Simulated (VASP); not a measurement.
# Al32H (a cell with a defect) in VASP: notebook

Al32H (a cell with a defect) is run at these levels: PBE; tasks: single point.

Everything below comes from runs of VASP 6.6.1. Logs are shortened: lines on timing, memory, paths and dates and some standing lists are left out, and cuts for length are marked.

## Step 1: The cell of the first run

The cell holds a defect, 33 atoms: a = 8.100 Å, b = 8.100 Å, c = 8.100 Å, α = 90.00°, β = 90.00°, γ = 90.00°.

## Step 2: Single point, PBE

INCAR reads:

```
SYSTEM = Al32H
ALGO     = Normal         ! electronic algorithm
EDIFF    = 1E-7           ! SCF threshold, eV
ENCUT    = 520            ! plane-wave cutoff, eV
GGA      = PE             ! functional
ISIF     = 2              ! what is computed and relaxed
ISMEAR   = -1             ! smearing method
LASPH    = .TRUE.         ! aspherical terms in the spheres
LCHARG   = .FALSE.        ! write CHGCAR
LREAL    = Auto         
LWAVE    = .FALSE.        ! write WAVECAR
NBANDS   = 70             ! bands
NELM     = 100            ! most SCF steps
PREC     = Accurate       ! precision mode
SIGMA    = 0.1            ! smearing width, eV
```

KPOINTS reads:

```
k-points
0
G
  2 2 2
  0 0 0
```

POSCAR reads:

```
Al32H
1.0
    8.1000000000      0.0000000000      0.0000000000
    0.0000000000      8.1000000000      0.0000000000
    0.0000000000      0.0000000000      8.1000000000
Al H
32 1
Direct
    0.4828765432     -0.0104567901     -0.0301604938
    0.7145679012      0.2659259259      0.0026172840
    0.7788518519     -0.0356666667      0.2219382716
    0.0285061728      0.0132592593     -0.0175432099
    0.2636049383      0.2434938272     -0.0216543210
    0.4976419753      0.5286913580     -0.0246419753
    0.7421604938      0.7251975309     -0.0099382716
    0.2338024691      0.0161481481      0.2583703704
    0.4611111111      0.2661234568      0.2465061728
    0.7121604938      0.5239012346      0.2380617284
    0.4865308642      0.0634938272      0.5401728395
    0.7691358025      0.2975432099      0.4570370370
    0.7610000000      0.0353333333      0.8067160494
   -0.0197901235      0.5287407407     -0.0587407407
    0.2217283951      0.6895802469     -0.0421481481
    0.0185308642      0.2753580247      0.2495679012
    0.2383209877      0.5217777778      0.2314938272
    0.5148765432      0.8027283951      0.2742345679
   -0.0363827160      0.0045185185      0.4831234568
    0.2120123457      0.2183209877      0.4764444444
    0.4877777778      0.5119876543      0.4916172840
    0.7271851852      0.7833580247      0.5087901235
    0.2454814815      0.0200740741      0.6738271605
    0.5130246914      0.2722716049      0.7445555556
    0.7413580247      0.5055061728      0.6856666667
    0.0222345679      0.7381851852      0.2696666667
   -0.0234197531      0.5411851852      0.4588271605
    0.2944567901      0.7584814815      0.4956543210
    0.0198395062      0.2847037037      0.7290246914
    0.2870987654      0.5240740741      0.7282839506
    0.4829135802      0.7948888889      0.7612592593
   -0.0162592593      0.7628148148      0.7012345679
    0.7261604938      1.0380123457      0.5429753086
```

Potentials or basis: VASP PAW PBE potentials, release 64 (Al, H).

The run is started by

```console
$ cat potpaw_PBE.64/Al/POTCAR potpaw_PBE.64/H/POTCAR > POTCAR
$ mpirun -np 1 vasp_std > vasp.out
```

OUTCAR:

```text
SYSTEM = Al32H
   EDIFF = 1E-7
   ENCUT = 520
   GGA = PE
   ISIF = 2
   ISMEAR = -1
   LASPH = .TRUE.
   LREAL = Auto
   NELM = 100
   PREC = Accurate

 ion  position               nearest neighbor table
   1  0.483  0.990  0.970-  31 2.31  13 2.64   5 2.72  18 2.90   2 2.93  24 2.94   7 3.00  23 3.08
                             8 3.09   3 3.16   9 3.17  15 3.22
   2  0.715  0.266  0.003-  13 2.48  24 2.65   6 2.77  10 2.83   9 2.85   1 2.93   3 3.07  14 3.07
                            16 3.17  25 3.23   4 3.27  29 3.32
   3  0.779  0.964  0.222-  18 2.54  19 2.61   7 2.71  26 2.72  22 2.78   4 2.83   2 3.07   1 3.16
                            16 3.19  12 3.30
   4  0.029  0.013  0.982-  13 2.60   5 2.67   8 2.79   3 2.83  29 3.01  16 3.03  23 3.06  15 3.06
                            32 3.07  26 3.22   2 3.27   7 3.29
   5  0.264  0.243  0.978-   4 2.67   9 2.70   1 2.72  24 2.78  29 2.84   8 2.93  16 2.97   6 2.99
                            30 3.05  17 3.05  23 3.06  14 3.27
   6  0.498  0.529  0.975-   7 2.54  15 2.59  30 2.63  10 2.75   2 2.77  31 2.77  24 2.80  17 2.95
                             5 2.99   9 3.07  25 3.07  18 3.29
   7  0.742  0.725  0.990-  14 2.53   6 2.54  10 2.60   3 2.71  31 2.86  13 2.92   1 3.00  18 3.01
                            25 3.04  32 3.07  26 3.21   4 3.29
   8  0.234  0.016  0.258-  20 2.42  16 2.73   9 2.74   4 2.79  26 2.83  19 2.85  18 2.86  28 2.88
                             5 2.93  11 3.09   1 3.09
   9  0.461  0.266  0.247-   5 2.70   8 2.74  17 2.75  20 2.77  21 2.82   2 2.85  11 2.90  10 2.92
[... 5 lines left out ...]
  12  0.769  0.298  0.457-  25 2.51  27 2.59  10 2.59  16 2.63  19 2.86  21 2.88  29 3.00   9 3.03
                            11 3.05  24 3.13   3 3.30
  13  0.761  0.035  0.807-   2 2.48   4 2.60   1 2.64  24 2.82   7 2.92  32 2.98  29 2.98  31 3.00
                            19 3.10  11 3.11  22 3.17
  14  0.980  0.529  0.941-  15 2.35   7 2.53  29 2.64  32 2.72  25 2.84  30 3.03   2 3.07  17 3.15
                            26 3.17  10 3.24  16 3.25   5 3.27
  15  0.222  0.690  0.958-  30 2.35  14 2.35   6 2.59  17 2.60  31 2.78  32 2.90  26 3.02   4 3.06
                             1 3.22
  16  0.019  0.275  0.250-  20 2.46  12 2.63  17 2.68   8 2.73  27 2.76  19 2.93   5 2.97   4 3.03
                             2 3.17   3 3.19  10 3.20  14 3.25
  17  0.238  0.522  0.231-  26 2.50  15 2.60  16 2.68   9 2.75  27 2.81  28 2.91  21 2.92   6 2.95
                             5 3.05  14 3.15  20 3.17  18 3.21
  18  0.515  0.803  0.274-   3 2.54  28 2.56  22 2.57  10 2.78   8 2.86   1 2.90  21 2.95   7 3.01
                            11 3.03  17 3.21   6 3.29
  19  0.964  0.005  0.483-  33 2.00   3 2.61  22 2.63  32 2.64  20 2.66  23 2.76  26 2.81   8 2.85
                            12 2.86  16 2.93  29 3.05  13 3.10  28 3.34
  20  0.212  0.218  0.476-  23 2.28   8 2.42  16 2.46  11 2.60  29 2.63  19 2.66   9 2.77  17 3.17
                            27 3.24  21 3.27  30 3.27  24 3.29
  21  0.488  0.512  0.492-  30 2.52  28 2.54  25 2.59  10 2.74   9 2.82  24 2.83  12 2.88  17 2.92
                            22 2.93  18 2.95  31 3.17  20 3.27
  22  0.727  0.783  0.509-  33 2.08  18 2.57  32 2.60  19 2.63  25 2.67   3 2.78  27 2.84  31 2.85
                            21 2.93  11 3.00  10 3.04  26 3.10  13 3.17
  23  0.245  0.020  0.674-  11 2.26  20 2.28  28 2.59  31 2.74  19 2.76  29 2.85  32 2.98  24 3.03
                             4 3.06   5 3.06   1 3.08
  24  0.513  0.272  0.745-  11 2.38   2 2.65  25 2.69  30 2.74   5 2.78   6 2.80  13 2.82  21 2.83
                             1 2.94  23 3.03  12 3.13  20 3.29
  25  0.741  0.506  0.686-  12 2.51  21 2.59  27 2.66  22 2.67  24 2.69  14 2.84  32 2.87  29 2.90
                             7 3.04   6 3.07  31 3.20   2 3.23
  26  0.022  0.738  0.270-  27 2.24  17 2.50   3 2.72  19 2.81   8 2.83  28 2.87  15 3.02  10 3.06
                            22 3.10  14 3.17   7 3.21   4 3.22
  27  0.977  0.541  0.459-  26 2.24  12 2.59  32 2.66  25 2.66  16 2.76  10 2.79  17 2.81  22 2.84
                            29 3.04  28 3.13  20 3.24  30 3.33
  28  0.294  0.758  0.496-  21 2.54  18 2.56  23 2.59  31 2.65  30 2.68  26 2.87   8 2.88  17 2.91
                            11 2.94  32 3.02  27 3.13  19 3.34
  29  0.020  0.285  0.729-  20 2.63  14 2.64   5 2.84  23 2.85  25 2.90  30 2.91  13 2.98  12 3.00
                             4 3.01  27 3.04  19 3.05   2 3.32
  30  0.287  0.524  0.728-  15 2.35  21 2.52   6 2.63  28 2.68  31 2.72  24 2.74  29 2.91  14 3.03
                             5 3.05  32 3.13  20 3.27  27 3.33
  31  0.483  0.795  0.761-   1 2.31  28 2.65  30 2.72  23 2.74   6 2.77  15 2.78  11 2.82  22 2.85
                             7 2.86  13 3.00  21 3.17  25 3.20
  32  0.984  0.763  0.701-  22 2.60  19 2.64  27 2.66  14 2.72  25 2.87  15 2.90  13 2.98  23 2.98
                            28 3.02   7 3.07   4 3.07  30 3.13
  33  0.726  0.038  0.543-  11 1.95  19 2.00  22 2.08

  LATTYP: Found a simple cubic cell.
 ALAT       =     8.1000000000

  Lattice vectors:

 A1 = (   8.1000000000,   0.0000000000,   0.0000000000)
 A2 = (   0.0000000000,   8.1000000000,   0.0000000000)
 A3 = (   0.0000000000,   0.0000000000,   8.1000000000)

Analysis of symmetry for initial positions (statically):
=====================================================================
 Subroutine PRICEL returns:
 Original cell was already a primitive cell.

 Routine SETGRP: Setting up the symmetry group for a
[... 134 lines left out ...]

 Found      8 irreducible k-points:

 Following reciprocal coordinates:
            Coordinates               Weight
  0.000000  0.000000  0.000000      1.000000
  0.500000  0.000000  0.000000      1.000000
  0.000000  0.500000  0.000000      1.000000
  0.000000  0.000000  0.500000      1.000000
  0.500000  0.500000  0.000000      1.000000
  0.000000  0.500000  0.500000      1.000000
  0.500000  0.000000  0.500000      1.000000
  0.500000  0.500000  0.500000      1.000000
   k-points           NKPTS =      8   k-points in BZ     NKDIM =      8   number of bands    NBANDS=     70
   number of dos      NEDOS =    301   number of ions     NIONS =     33
   total plane-waves  NPLWV = 216000
   dimension x,y,z NGX =    60 NGY =   60 NGZ =   60
   dimension x,y,z NGXF=   120 NGYF=  120 NGZF=  120
   ions per type =              32   1
   NGX,Y,Z   is equivalent  to a cutoff of  12.31, 12.31, 12.31 a.u.
   NGXF,Y,Z  is equivalent  to a cutoff of  24.63, 24.63, 24.63 a.u.
 SYSTEM =  Al32H
   PREC   = accura    normal or accurate (medium, high low for compatibility)
   ISTART =      0    job   : 0-new  1-cont  2-samecut
   ICHARG =      2    charge: 1-file 2-atom 10-const
   ISPIN  =      1    spin polarized calculation?
   LNONCOLLINEAR =      F non collinear calculations
   LSORBIT =      F    spin-orbit coupling
   LASPH  =      T    aspherical Exc in radial PAW
   ENCUT  =  520.0 eV  38.22 Ry    6.18 a.u.  15.06 15.06 15.06*2*pi/ulx,y,z
   NELM   =    100;   NELMIN=  2; NELMDL= -5     # of ELM steps
   EDIFF  = 0.1E-06   stopping-criterion for ELM
   LREAL  =      T    real-space projection
   EDIFFG = 0.1E-05   stopping-criterion for IOM
   NSW    =      0    number of steps for IOM
   IBRION =     -1    ionic relax: 0-MD 1-quasi-New 2-CG
   NFREE  =      0    steps in history (QN), initial steepest desc. (CG)
   ISIF   =      2    stress and relaxation
   ISYM   =      2    0-nonsym 1-usesym 2-fastsym
   POTIM  = 0.5000    time-step for ionic-motion
   TEBEG  =    0.0;   TEEND  =   0.0 temperature during run
   PSTRESS=    0.0 pullay stress
   NELECT =      97.0000    total number of electrons
   NUPDOWN=      -1.0000    fix difference up-down
   EMIN   =  10.00;   EMAX   =-10.00  energy-range for DOS
   EFERMI =   0.00;   METHOD = LEGACY
   ISMEAR =    -1;   SIGMA  =   0.10  broadening in eV -4-tet -1-fermi 0-gaus
   EFERMI_NEDOS =   21; number of points for ismear=-14 and -15
   IALGO  =     38    algorithm
   IMIX   =      4    mixing-type and parameters
     AMIX     =   0.40;   BMIX     =  1.00
     AMIX_MAG =   1.60;   BMIX_MAG =  1.00
  volume/ion in A,a.u.               =      16.10       108.68
  Fermi-wavevector in a.u.,A,eV,Ry     =   0.928639  1.754874 11.733269  0.862371
  Thomas-Fermi vector in A             =   2.054837
   LORBIT       =      0    0 simple, 1 ext, 2 COOP (PROOUT), +10 PAW based schemes
   GGA     = PE    functional components
   LHFCALC =     F    Hartree Fock is set to
   AEXX    =    0.0000 exact exchange contribution
   IVDW    =     0    specifies the selected vdW correction
   LEPSILON=     F    determine dielectric tensor
   LRPA    =     F    only Hartree local field effects (RPA)
 non-spin polarized calculation
  energy-cutoff  :      520.00
  volume of cell :      531.44
 maximum number of plane-waves:     14400
   NGX = 31   NGY = 31   NGZ = 31

 number of electron      97.0000000 magnetization

 Free energy of the ion-electron system (eV)
  ---------------------------------------------------
  ext. energy  EPLUGINS =         0.00000000
  ---------------------------------------------------
  free energy    TOTEN  =      -114.64773904 eV

  energy without entropy =     -114.25333135  energy(sigma->0) =     -114.45053519

 E-fermi :   7.6852     XC(G=0): -10.1525

 val. band max:        7.6680240940   @ k =   0.5000   0.5000   0.5000
 cond. band min:       7.7113958880   @ k =   0.5000   0.0000   0.0000
 fundamental gap:      0.0433717940
 Fermi energy:         7.6851568128

 k-point     1 :       0.0000    0.0000    0.0000
  band No.  band energies     occupation
      1      -3.4167      2.00000
      2      -1.5787      2.00000
      3      -1.4413      2.00000
      4      -1.3451      2.00000
      5      -1.0200      2.00000
      6      -0.9115      2.00000
[... 493 lines left out ...]
     59      10.5335      0.00000
     60      10.5826      0.00000
 [bands above 60 left out]

------------------------ aborting loop because EDIFF is reached ----------------------------------------

  FORCE on cell =-STRESS in cart. coord.  units (eV):
  Direction    XX          YY          ZZ          XY          YZ          ZX
  --------------------------------------------------------------------------------------
  -------------------------------------------------------------------------------------
  Total       22.4925808     26.0018912     30.3588102      0.5539157      1.8964891     -1.9560579
  in kB       67.8101670     78.3899637     91.5251129      1.6699336      5.7174961     -5.8970830
  external PRESSURE =      79.2417479 kB  Pullay stress =       0.0000000 kB

 VOLUME and BASIS-vectors are now :
 -----------------------------------------------------------------------------
  energy-cutoff  :      520.00
  volume of cell :      531.44
      direct lattice vectors                 reciprocal lattice vectors
     8.100000000  0.000000000  0.000000000     0.123456790  0.000000000  0.000000000
     0.000000000  8.100000000  0.000000000     0.000000000  0.123456790  0.000000000
     0.000000000  0.000000000  8.100000000     0.000000000  0.000000000  0.123456790

 POSITION                                       TOTAL-FORCE (eV/Angst)
 -----------------------------------------------------------------------------------
      3.91130      8.01530      7.85570        -0.513177      1.339763      2.295221
      5.78800      2.15400      0.02120         0.534682      0.751713      0.986397
      6.30870      7.81110      1.79770        -0.012832      1.044570     -0.674036
      0.23090      0.10740      7.95790         0.262247     -0.376980      0.042338
      2.13520      1.97230      7.92460        -0.259840      0.396519     -0.055839
      4.03090      4.28240      7.90040         0.000433     -0.676458      0.505216
[... 25 lines left out ...]
      7.96830      6.17880      5.68000         0.655679      0.268136      0.873738
      5.88190      0.30790      4.39810         0.044320      0.141944      0.086247
 -----------------------------------------------------------------------------------
    total drift:                                0.027042     -0.013113     -0.010871

  FREE ENERGIE OF THE ION-ELECTRON SYSTEM (eV)
  ---------------------------------------------------
  free  energy   TOTEN  =      -114.6477390425 eV

  energy  without entropy=     -114.2533313463  energy(sigma->0) =     -114.45053519
```

It took 6.1 min on 1 thread of Intel Xeon Platinum 8488C (Sapphire Rapids), shared host; peak memory 0.55 GiB.

Results:

```
Free energy   : -114.6477 eV
Pressure      : 7.9 GPa
Largest force : 5.153 eV/Å
```

Forces on the atoms (eV/Å):
```
Al  -0.513  1.340  2.295
Al   0.535  0.752  0.986
Al  -0.013  1.045 -0.674
Al   0.262 -0.377  0.042
Al  -0.260  0.397 -0.056
Al   0.000 -0.676  0.505
Al   0.130  1.211 -0.470
Al   0.419 -1.386 -1.207
Al   0.689  0.022  0.201
Al   0.386  0.021 -0.059
Al   2.828 -1.166 -3.019
Al  -0.758 -1.612  0.086
Al   0.246 -0.997 -1.426
Al  -1.028 -1.735  0.495
Al   0.653  3.175  1.641
Al  -1.001 -0.048 -1.619
Al   1.071 -0.698  0.094
Al  -0.794 -0.247 -1.050
Al   0.312  0.556  0.288
Al   0.523  3.565 -0.115
Al   0.340 -0.585 -1.122
Al  -0.427 -0.131  0.049
Al  -2.473 -1.764  4.162
Al  -0.262  1.128  0.867
Al   0.341  0.628  1.715
Al  -0.181  2.691 -2.499
Al   0.443 -2.159  2.027
Al  -1.442  0.210 -0.458
Al  -0.449 -0.378  0.029
Al  -1.080 -1.581 -1.205
Al   0.803 -1.609 -1.463
Al   0.656  0.268  0.874
H    0.044  0.142  0.086
```

Stress tensor (GPa, compression positive):
```
 6.78  0.17 -0.59
 0.17  7.84  0.57
-0.59  0.57  9.15
```

Caveat: the k points lie up to 0.39 Å⁻¹ apart.

(Continued in part 2 of 3.)
